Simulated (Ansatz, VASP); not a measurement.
# Au in VASP and in Ansatz

```xyz
1
Lattice="2.7328 0.0000 0.0000 0.0000 2.7328 0.0000 0.0000 0.0000 2.7328" Properties=species:S:1:pos:R:3 pbc="T T T"
Au    0.0000    0.0000    0.0000
```

Alike in both runs: functional PBE; k mesh 6 × 6 × 6; occupations gaussian, width 0.1 eV; no spin polarisation.

Ansatz relaxed the structure, and its values are those at the end. VASP's run is a single point on that final structure, the one shown.

|  | VASP | Ansatz |
| --- | --- | --- |
| version | VASP 6.6.1 | Ansatz 0.2.0 |
| potentials or method | VASP PAW PBE potentials, release 64 (Au), cutoff 500 eV | scalar-relativistic, plane waves, PAW |
| valence electrons in the cell | 11 | 19 |

```csv
,VASP,Ansatz,Ansatz less VASP
gap on the k mesh at the Fermi level (eV),none,none,-
pressure (GPa),-0.1,0.0,+0.10
```

A gap of «none» marks a metal or a gap that the smearing closes. VASP's potentials hold 11 valence electrons a cell and Ansatz's 19, so a difference there can come from the potentials and not from the codes.

The k mesh is coarse, so the values compare programs but aren't converged. Neither program's run includes spin-orbit coupling.
